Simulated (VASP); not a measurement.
InSb: electric field gradients with PBE

Crystal: InSb.

```
In Sb
1.0
     0.00000    3.28172    3.28172
     3.28172    0.00000    3.28172
     3.28172    3.28172    0.00000
In Sb
1 1
Direct
  0.00000 0.00000 0.00000
  0.75000 0.75000 0.75000
```

```yaml
Program: VASP 6.6.1
Task: electric field gradients
Functional: PBE
Potentials_or_basis: VASP PAW PBE potentials, release 64 (In_d, Sb)
Cutoff: 520 eV
k_mesh: 10 × 10 × 10
Occupations: fermi-dirac, width 0.03 eV
Spin: no spin polarisation
Dipole_correction: no
Further_INCAR_settings: ALGO = Normal; EDIFF = 1e-08; NBANDS = 16
```

```json
{
 "Pressure": "1.3 GPa",
 "Band gap on the k mesh": "zero (filled and empty bands touch)",
 "Largest electric field gradient by atom": "zero within the noise of the run"
}
```

Levels at points of the mesh, in eV from the Fermi level:
| k point | band 5 | band 6 | band 7 | band 8 | band 9 | band 10 | band 11 | band 12 | band 13 | band 14 |
| --- | --- | --- | --- | --- | --- | --- | --- | --- | --- | --- |
| (0.00, 0.00, 0.00) | -14.48 | -10.50 | -0.44 | -0.03 | -0.03 | -0.03 | 2.94 | 2.94 | 2.94 | 5.67 |
| (0.50, 0.00, 0.00) | -14.48 | -9.23 | -5.47 | -0.97 | -0.97 | 0.45 | 3.78 | 3.78 | 6.09 | 8.03 |
| (0.50, 0.50, 0.00) | -14.47 | -8.67 | -5.78 | -2.16 | -2.16 | 1.32 | 1.39 | 7.90 | 7.90 | 8.52 |

Wall time 59 s on 1 thread of Intel Xeon 8259CL (shared host), peak memory 0.23 GiB.

Caveat: semilocal functionals underestimate gaps, so a narrow gap can read as zero; spin-orbit coupling is left out, which moves the levels of the heavy elements.
